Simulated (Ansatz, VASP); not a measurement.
# CuO in VASP and in Ansatz

The input INCAR:

```
  PREC = Accurate
  ENCUT = 520
  EDIFF = 1E-7
  ISMEAR = -1
  SIGMA = 0.05
  LREAL = F
  LASPH = T
  NELM = 80
  ALGO = Normal
  ISIF = 2
  LWAVE = F
  LCHARG = T
  GGA = PS
  LELF = T
  LVHAR = T
  NBANDS = 25
```

File KPOINTS:

```
regular mesh
0
Gamma
  8 8 6
```

The input POSCAR:

```
CuO
1.0
    3.2172831276      0.0000000000      0.0000000000
    0.0000000000      3.2172831276      0.0000000000
    0.0000000000      0.0000000000      4.7107169375
Cu O
2 2
Direct
    0.0000000000      0.0000000000      0.0000000000
    0.5000000000      0.5000000000      0.0000000000
    0.5000000000      0.0000000000      0.2670000000
    0.0000000000      0.5000000000      0.7330000000
```

File input.yaml:

```yaml
crystal:
  lattice:
    - [3.2172831276, 0.0, 0.0]
    - [0.0, 3.2172831276, 0.0]
    - [0.0, 0.0, 4.7107169375]
  atoms:
    - { symbol: Cu, position: [0.0, 0.0, 0.0] }
    - { symbol: Cu, position: [0.5, 0.5, 0.0] }
    - { symbol: O, position: [0.5, 0.0, 0.267] }
    - { symbol: O, position: [0.0, 0.5, 0.733] }
hamiltonian:
  xc: pbesol
  pseudopotentials: { kind: paw }
kpoints:
  mp_grid: { grid: [8, 8, 6] }
scf:
  occupations: { method: fermi_dirac, width: 0.05 }
output:
  forces: true
  stress: true
  eigenvalues: true
```

Alike in both runs: task single point; functional PBEsol; k mesh 8 × 8 × 6; occupations fermi-dirac, width 0.05 eV; no spin polarisation.

```csv
,VASP,Ansatz
version,VASP 6.6.1,Ansatz 0.2.0
potentials or method,"VASP PAW PBE potentials, release 64 (Cu, O)",Ansatz PAW
plane-wave cutoff (eV),520,420
valence electrons in the cell,34,50
```

Ansatz gave:

```
gap on the k mesh at the Fermi level (eV)                     : none
pressure (GPa)                                                : 3.8
traceless stress, the component that is largest in VASP (GPa) : -20.50
rms of the force components (eV/Å)                            : 0.713
```

Estimate VASP's values.

gap on the k mesh at the Fermi level (eV): none; pressure (GPa): 4.3; traceless stress, the component that is largest in VASP (GPa): -20.70; rms of the force components (eV/Å): 0.683.

VASP's potentials were made for PBE, not for PBEsol. Atom by atom the forces differ by 0.030 eV/Å (rms over components). A gap of «none» marks a metal or a gap that the smearing closes. The functional is the same, so the differences come from potentials, cutoffs and numerics. VASP's potentials hold 34 valence electrons a cell and Ansatz's 50, so a difference there can come from the potentials and not from the codes.
